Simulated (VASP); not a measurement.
Here is a VASP 6.6.1 calculation.

Contents of INCAR:

```
PREC = Accurate
ENCUT = 520
EDIFF = 1E-6
ISMEAR = -1
SIGMA = 0.1
LREAL = F
LASPH = T
NELM = 80
ALGO = Normal
ISIF = 2
LWAVE = F
LCHARG = F
GGA = RE
NBANDS = 32
```

KPOINTS

```
Automatic mesh
0
Gamma
  5 5 3
```

The input POSCAR:

```
Lu
1.0
    3.5427581420      0.0000000000      0.0000000000
   -1.7713790710      3.0681185504      0.0000000000
    0.0000000000      0.0000000000      5.5524305540
Lu
2
Direct
    0.3333333333      0.6666666667      0.2500000000
    0.6666666667      0.3333333333      0.7500000000
```

Potentials or basis: VASP PAW PBE potentials, release 64 (Lu).

Command:

```sh
$ cat potpaw_PBE.64/Lu/POTCAR > POTCAR
$ mpirun -np 1 vasp_std > vasp.out
```

(1) What does it give for the pressure?

(2) What does it give for the band gap on the k mesh?

Results:

(1) 0.3 GPa.

(2) zero (band 25 reaches 2.88 eV, above the bottom of band 26 at 1.64 eV).

Caveat: the k points lie up to 0.41 Å⁻¹ apart; the PAW data sets were made with another functional, which shifts forces and pressure a little; spin-orbit coupling is left out, which moves the levels of the heavy elements.
